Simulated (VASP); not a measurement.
# Ta (Fm-3m) in VASP: notebook

Ta is run at these levels: PBE; tasks: single point.

Program: VASP 6.6.1. These are calculated values, not measurements. Logs are shortened: lines on timing, memory, paths and dates and some standing lists are left out, and cuts for length are marked.

**1. The cell of the first run**

It takes space group Fm-3m (No. 225, cubic). The conventional cell has a = 4.253 Å, b = 4.253 Å, c = 4.253 Å, α = 90.00°, β = 90.00°, γ = 90.00°. Ta (site symmetry m-3m) has 12 Ta at 3.01 Å within 4.0 Å.

**2. Single point, PBE**

The input, INCAR:

```
SYSTEM = Ta
ALGO     = Normal         ! electronic algorithm
EDIFF    = 1E-6           ! SCF threshold, eV
ENCUT    = 520            ! plane-wave cutoff, eV
GGA      = PE             ! functional
ISIF     = 2              ! what is computed and relaxed
ISMEAR   = 0              ! smearing method
LASPH    = .TRUE.         ! aspherical terms in the spheres
LCHARG   = .TRUE.         ! write CHGCAR
LELF     = .TRUE.         ! ELF
LREAL    = .FALSE.        ! projectors in reciprocal space
LVHAR    = .TRUE.       
LWAVE    = .FALSE.        ! write WAVECAR
NBANDS   = 12             ! bands
NELM     = 60             ! most SCF steps
PREC     = Accurate       ! precision mode
SIGMA    = 0.05           ! smearing width, eV
```

The input, KPOINTS:

```
k-points
0
G
  8 8 8
  0 0 0
```

The input, POSCAR:

```
Ta
1.0
    0.0000000000      2.1263904513      2.1263904513
    2.1263904513      0.0000000000      2.1263904513
    2.1263904513      2.1263904513      0.0000000000
Ta
1
Direct
    0.0000000000      0.0000000000      0.0000000000
```

Potentials or basis: VASP PAW PBE potentials, release 64 (Ta_pv).

The run is started by

```bash
cat potpaw_PBE.64/Ta_pv/POTCAR > POTCAR
mpirun -np 1 vasp_std > vasp.out
```

OUTCAR:

```text
SYSTEM = Ta
   EDIFF = 1E-6
   ENCUT = 520
   GGA = PE
   ISIF = 2
   ISMEAR = 0
   LASPH = .TRUE.
   LREAL = .FALSE.
   NELM = 60
   PREC = Accurate

 ion  position               nearest neighbor table
   1  0.000  0.000  0.000-

  LATTYP: Found a face centered cubic cell.
 ALAT       =     4.2527809026

  Lattice vectors:

 A1 = (   0.0000000000,   2.1263904513,   2.1263904513)
 A2 = (   2.1263904513,   0.0000000000,   2.1263904513)
 A3 = (   2.1263904513,   2.1263904513,   0.0000000000)

Analysis of symmetry for initial positions (statically):
=====================================================================
 Subroutine PRICEL returns:
 Original cell was already a primitive cell.

 Routine SETGRP: Setting up the symmetry group for a
 face centered cubic supercell.

 Subroutine GETGRP returns: Found 48 space group operations
 (whereof 48 operations were pure point group operations)
 out of a pool of 48 trial point group operations.

The static configuration has the point symmetry O_h .

Analysis of symmetry for dynamics (positions and initial velocities):
=====================================================================
 Subroutine PRICEL returns:
 Original cell was already a primitive cell.

 Routine SETGRP: Setting up the symmetry group for a
 face centered cubic supercell.

 Subroutine GETGRP returns: Found 48 space group operations
 (whereof 48 operations were pure point group operations)
 out of a pool of 48 trial point group operations.

The dynamic configuration has the point symmetry O_h .

 Subroutine INISYM returns: Found 48 space group operations
 (whereof 48 operations are pure point group operations),
 and found     1 'primitive' translations

----------------------------------------------------------------------------------------

                                     Primitive cell

  volume of cell :      19.2291

  direct lattice vectors                    reciprocal lattice vectors
     0.000000000  2.126390451  2.126390451    -0.235140258  0.235140258  0.235140258
     2.126390451  0.000000000  2.126390451     0.235140258 -0.235140258  0.235140258
     2.126390451  2.126390451  0.000000000     0.235140258  0.235140258 -0.235140258

  length of vectors
     3.007170215  3.007170215  3.007170215     0.407274874  0.407274874  0.407274874

  position of ions in fractional coordinates (direct lattice)
     0.000000000  0.000000000  0.000000000

  ion indices of the primitive-cell ions
   primitive index   ion index
                 1           1

----------------------------------------------------------------------------------------

 KPOINTS: k-points

Automatic generation of k-mesh.
 Grid dimensions read from file:
 generate k-points for:    8    8    8

 Generating k-lattice:

  Cartesian coordinates                     Fractional coordinates (reciprocal lattice)
    -0.029392532  0.029392532  0.029392532     0.125000000  0.000000000  0.000000000
     0.029392532 -0.029392532  0.029392532     0.000000000  0.125000000  0.000000000
     0.029392532  0.029392532 -0.029392532     0.000000000  0.000000000  0.125000000

  Length of vectors
     0.050909359  0.050909359  0.050909359

  Shift w.r.t. Gamma in fractional coordinates (k-lattice)
     0.000000000  0.000000000  0.000000000

 Subroutine IBZKPT returns following result:
 ===========================================

 Found     29 irreducible k-points:

 Following reciprocal coordinates:
            Coordinates               Weight
  0.000000  0.000000  0.000000      1.000000
  0.125000  0.000000  0.000000      8.000000
  0.250000  0.000000  0.000000      8.000000
  0.375000  0.000000  0.000000      8.000000
  0.500000  0.000000  0.000000      4.000000
  0.125000  0.125000  0.000000      6.000000
[... 16 lines left out ...]
  0.500000  0.250000  0.125000     48.000000
 -0.375000  0.250000  0.125000     24.000000
 [... further k-points ...]
   k-points           NKPTS =     29   k-points in BZ     NKDIM =     29   number of bands    NBANDS=     12
   number of dos      NEDOS =    301   number of ions     NIONS =      1
   total plane-waves  NPLWV =  13824
   dimension x,y,z NGX =    24 NGY =   24 NGZ =   24
   dimension x,y,z NGXF=    48 NGYF=   48 NGZF=   48
   ions per type =               1
   NGX,Y,Z   is equivalent  to a cutoff of  13.27, 13.27, 13.27 a.u.
   NGXF,Y,Z  is equivalent  to a cutoff of  26.54, 26.54, 26.54 a.u.
 SYSTEM =  Ta
   PREC   = accura    normal or accurate (medium, high low for compatibility)
   ISTART =      0    job   : 0-new  1-cont  2-samecut
   ICHARG =      2    charge: 1-file 2-atom 10-const
   ISPIN  =      1    spin polarized calculation?
   LNONCOLLINEAR =      F non collinear calculations
   LSORBIT =      F    spin-orbit coupling
   LASPH  =      T    aspherical Exc in radial PAW
   ENCUT  =  520.0 eV  38.22 Ry    6.18 a.u.   5.59  5.59  5.59*2*pi/ulx,y,z
   NELM   =     60;   NELMIN=  2; NELMDL= -5     # of ELM steps
   EDIFF  = 0.1E-05   stopping-criterion for ELM
   LREAL  =      F    real-space projection
   EDIFFG = 0.1E-04   stopping-criterion for IOM
   NSW    =      0    number of steps for IOM
   IBRION =     -1    ionic relax: 0-MD 1-quasi-New 2-CG
   NFREE  =      0    steps in history (QN), initial steepest desc. (CG)
   ISIF   =      2    stress and relaxation
   ISYM   =      2    0-nonsym 1-usesym 2-fastsym
   POTIM  = 0.5000    time-step for ionic-motion
   TEBEG  =    0.0;   TEEND  =   0.0 temperature during run
   PSTRESS=    0.0 pullay stress
   NELECT =      11.0000    total number of electrons
   NUPDOWN=      -1.0000    fix difference up-down
   EMIN   =  10.00;   EMAX   =-10.00  energy-range for DOS
   EFERMI =   0.00;   METHOD = LEGACY
   ISMEAR =     0;   SIGMA  =   0.05  broadening in eV -4-tet -1-fermi 0-gaus
   EFERMI_NEDOS =   21; number of points for ismear=-14 and -15
   IALGO  =     38    algorithm
   IMIX   =      4    mixing-type and parameters
     AMIX     =   0.40;   BMIX     =  1.00
     AMIX_MAG =   1.60;   BMIX_MAG =  1.00
  volume/ion in A,a.u.               =      19.23       129.76
  Fermi-wavevector in a.u.,A,eV,Ry     =   1.359000  2.568137 25.128333  1.846880
  Thomas-Fermi vector in A             =   2.485785
   LORBIT       =      0    0 simple, 1 ext, 2 COOP (PROOUT), +10 PAW based schemes
   GGA     = PE    functional components
   LHFCALC =     F    Hartree Fock is set to
   AEXX    =    0.0000 exact exchange contribution
   IVDW    =     0    specifies the selected vdW correction
   LEPSILON=     F    determine dielectric tensor
   LRPA    =     F    only Hartree local field effects (RPA)
 non-spin polarized calculation
 Gauss-broadening in eV      SIGMA  =   0.05
  energy-cutoff  :      520.00
  volume of cell :       19.23
 maximum number of plane-waves:       534
 NGX is ok and might be reduce to    24
   NGX = 11   NGY = 11   NGZ = 11

 number of electron      11.0000000 magnetization

 Free energy of the ion-electron system (eV)
  ---------------------------------------------------
  ext. energy  EPLUGINS =         0.00000000
  ---------------------------------------------------
  free energy    TOTEN  =       -11.55774676 eV

  energy without entropy =      -11.55330394  energy(sigma->0) =      -11.55552535

 E-fermi :   5.3271     XC(G=0): -12.2940

 val. band max:        5.3113360576   @ k =   0.1250   0.0000   0.0000
 cond. band min:       5.3301278671   @ k =   0.3750   0.2500   0.1250
 fundamental gap:      0.0187918095
 Fermi energy:         5.3270669094

 k-point     1 :       0.0000    0.0000    0.0000
  band No.  band energies     occupation
      1     -28.4087      2.00000
      2     -28.4087      2.00000
      3     -28.4087      2.00000
      4      -2.6947      2.00000
      5       5.7758      0.00000
      6       5.7758      0.00000
      7       5.7758      0.00000
      8       8.6711      0.00000
      9       8.6711      0.00000
     10      17.7320      0.00000
     11      19.3478      0.00000
     12      22.4650      0.00000

 k-point     2 :       0.1250    0.0000    0.0000
  band No.  band energies     occupation
      1     -28.5536      2.00000
      2     -28.4273      2.00000
      3     -28.4273      2.00000
      4      -2.1031      2.00000
      5       5.3113      1.34363
      6       6.0290      0.00000
      7       6.0290      0.00000
      8       8.4561      0.00000
      9       8.4561      0.00000
     10      18.8605      0.00000
     11      19.3464      0.00000
     12      20.4160      0.00000

 k-point     3 :       0.2500    0.0000    0.0000
  band No.  band energies     occupation
      1     -28.8911      2.00000
      2     -28.4719      2.00000
      3     -28.4719      2.00000
      4      -0.6520      2.00000
      5       4.6577      2.00000
      6       6.1686      0.00000
      7       6.1686      0.00000
      8       8.7261      0.00000
      9       8.7261      0.00000
     10      17.7063      0.00000
     11      19.3485      0.00000
     12      21.2301      0.00000

 k-point     4 :       0.3750    0.0000    0.0000
  band No.  band energies     occupation
      1     -29.2128      2.00000
      2     -28.5160      2.00000
      3     -28.5160      2.00000
      4       0.5458      2.00000
      5       5.0765      2.00000
      6       5.7700      0.00000
      7       5.7700      0.00000
      8      10.0694      0.00000
      9      10.0694      0.00000
     10      15.9783      0.00000
     11      18.8410      0.00000
     12      19.3604      0.00000

 k-point     5 :       0.5000    0.0000    0.0000
  band No.  band energies     occupation
      1     -29.3418      2.00000
      2     -28.5341      2.00000
      3     -28.5341      2.00000
      4       0.8105      2.00000
      5       5.5601      0.00000
      6       5.5601      0.00000
      7       5.9295      0.00000
      8      10.9213      0.00000
      9      10.9213      0.00000
     10      14.9918      0.00000
     11      17.2861      0.00000
     12      19.3524      0.00000
[... 228 lines left out ...]
      1     -29.2837      2.00000
      2     -28.7464      2.00000
      3     -28.7464      2.00000
      4       1.0682      2.00000
      5       2.1018      2.00000
      6       8.0862      0.00000
      7      10.9066      0.00000
      8      11.5835      0.00000
      9      11.5835      0.00000
     10      16.1793      0.00000
     11      16.1793      0.00000
     12      17.0560      0.00000

 k-point    22 :       0.3750    0.2500    0.1250
  band No.  band energies     occupation
      1     -28.9705      2.00000
      2     -28.6459      2.00000
      3     -28.5301      2.00000
      4       0.5908      2.00000
      5       3.8100      2.00000
      6       5.3301      0.93101
      7       7.5842      0.00000
      8       7.7473      0.00000
      9      10.5240      0.00000
     10      19.0038      0.00000
     11      19.3682      0.00000
     12      22.0902      0.00000

 k-point    23 :       0.5000    0.2500    0.1250
  band No.  band energies     occupation
      1     -29.1422      2.00000
      2     -28.7495      2.00000
      3     -28.5838      2.00000
      4       1.9040      2.00000
      5       3.8784      2.00000
      6       4.5700      2.00000
      7       7.1581      0.00000
      8       9.4570      0.00000
      9      12.0397      0.00000
     10      16.2123      0.00000
     11      19.3515      0.00000
     12      20.6160      0.00000

 k-point    24 :      -0.3750    0.2500    0.1250
  band No.  band energies     occupation
      1     -29.2152      2.00000
      2     -28.7820      2.00000
      3     -28.6128      2.00000
      4       2.2658      2.00000
      5       3.7283      2.00000
      6       5.0862      2.00000
      7       6.8751      0.00000
      8      10.4015      0.00000
      9      13.0183      0.00000
     10      14.0002      0.00000
     11      19.3504      0.00000
     12      20.1878      0.00000

 [... further k-points ...]
[... 5 lines left out ...]
  --------------------------------------------------------------------------------------
  -------------------------------------------------------------------------------------
  Total       -0.3062433     -0.3062433     -0.3062433     -0.0000000      0.0000000     -0.0000000
  in kB      -25.5163226    -25.5163226    -25.5163226     -0.0000000      0.0000000     -0.0000000
  external PRESSURE =     -25.5163226 kB  Pullay stress =       0.0000000 kB

 VOLUME and BASIS-vectors are now :
 -----------------------------------------------------------------------------
  energy-cutoff  :      520.00
  volume of cell :       19.23
      direct lattice vectors                 reciprocal lattice vectors
     0.000000000  2.126390451  2.126390451    -0.235140258  0.235140258  0.235140258
     2.126390451  0.000000000  2.126390451     0.235140258 -0.235140258  0.235140258
     2.126390451  2.126390451  0.000000000     0.235140258  0.235140258 -0.235140258

 POSITION                                       TOTAL-FORCE (eV/Angst)
 -----------------------------------------------------------------------------------
      0.00000      0.00000      0.00000         0.000000      0.000000      0.000000
 -----------------------------------------------------------------------------------
    total drift:                               -0.000000      0.000000     -0.000000

  FREE ENERGIE OF THE ION-ELECTRON SYSTEM (eV)
  ---------------------------------------------------
  free  energy   TOTEN  =       -11.5577467640 eV

  energy  without entropy=      -11.5533039367  energy(sigma->0) =      -11.55552535
```

It used 8 s of CPU time on 1 thread of AMD EPYC 7R13 Processor (Zen 3), with other jobs on the host.

What came out:

```yaml
Free_energy: -11.5577 eV
Pressure: -2.6 GPa
```

Levels at points of the mesh, in eV from the Fermi level:
```
           k point  band 1  band 2  band 3  band 4  band 5  band 6  band 7  band 8  band 9  band 10
(0.00, 0.00, 0.00)  -33.74  -33.74  -33.74   -8.02    0.45    0.45    0.45    3.34    3.34    12.40
(0.50, 0.00, 0.00)  -34.67  -33.86  -33.86   -4.52    0.23    0.23    0.60    5.59    5.59     9.66
(0.50, 0.50, 0.00)  -34.61  -34.07  -34.07   -4.26   -3.23    2.76    5.58    6.26    6.26    10.85
```

Caveat: spin-orbit coupling is left out, which moves the levels of the heavy elements.

**3. Single point, PBE**

This run uses another cell than the first one, of 18.96 Å³/atom, 0.986 times its volume.

The input, INCAR:

```
PREC = Accurate
ENCUT = 520
EDIFF = 1E-6
ISMEAR = 0
SIGMA = 0.05
LREAL = F
LASPH = T
NELM = 100
ALGO = Normal
ISIF = 2
LWAVE = F
LCHARG = F
GGA = PE
NBANDS = 12
```

The input, KPOINTS:

```
Automatic mesh
0
Gamma
  8 8 8
```

The input, POSCAR:

```
Ta
1.0
    0.0000000000      2.1163036224      2.1163036224
    2.1163036224      0.0000000000      2.1163036224
    2.1163036224      2.1163036224      0.0000000000
Ta
1
Direct
    0.0000000000      0.0000000000      0.0000000000
```

Potentials or basis: VASP PAW PBE potentials, release 64 (Ta_pv).

The run is started by

```bash
cat potpaw_PBE.64/Ta_pv/POTCAR > POTCAR
mpirun -np 1 vasp_std > vasp.out
```

It used 8 s of CPU time on 1 thread of AMD EPYC 7R13 Processor (Zen 3) (shared host).

The run converged. Its results:

* Free energy: -11.5598 eV
* Pressure: 0.1 GPa

Levels at points of the mesh, in eV from the Fermi level:
| k point | band 3 | band 4 | band 5 | band 6 | band 7 | band 8 |
| --- | --- | --- | --- | --- | --- | --- |
| (0.00, 0.00, 0.00) | -33.68 | -8.08 | 0.45 | 0.45 | 0.45 | 3.40 |
| (0.50, 0.00, 0.00) | -33.81 | -4.57 | 0.23 | 0.23 | 0.65 | 5.70 |
| (0.50, 0.50, 0.00) | -34.03 | -4.33 | -3.29 | 2.84 | 5.69 | 6.38 |

Caveat: spin-orbit coupling is left out, which moves the levels of the heavy elements.
